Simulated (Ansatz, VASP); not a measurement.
## ZrOs in VASP and in Ansatz

```
CELL_PARAMETERS angstrom
2.67345 0.00000 0.00000
0.00000 2.67345 0.00000
0.00000 0.00000 2.67345
ATOMIC_POSITIONS crystal
Zr 0.50000 0.50000 0.50000
Os 0.00000 0.00000 0.00000
```

Change from the starting cell: volume scaled by 0.55, LAPW.

Alike in both runs: task single point; functional LDA; k mesh 11 × 11 × 11; occupations fermi-dirac, width 0.05 eV; no spin polarisation.

|  | VASP | Ansatz |
| --- | --- | --- |
| version | VASP 6.6.1 | Ansatz 0.2.0 |
| potentials or method | VASP PAW LDA potentials, release 64 (Zr_sv, Os), cutoff 520 eV | all-electron LAPW, scalar-relativistic |

|  | VASP | Ansatz | Ansatz less VASP |
| --- | --- | --- | --- |
| pressure (GPa) | 435.2 | 412.3 | -22.81 |

LDA's correlation is that of Perdew and Zunger in VASP and of Perdew and Wang (1992) in Ansatz. Both programs put the cell under a high pressure, so it lies far from rest at this level. Ansatz ran all-electron here, and VASP with PAW potentials.

Neither program's run includes spin-orbit coupling. Noted on VASP's run: the cell as given lies far from equilibrium.
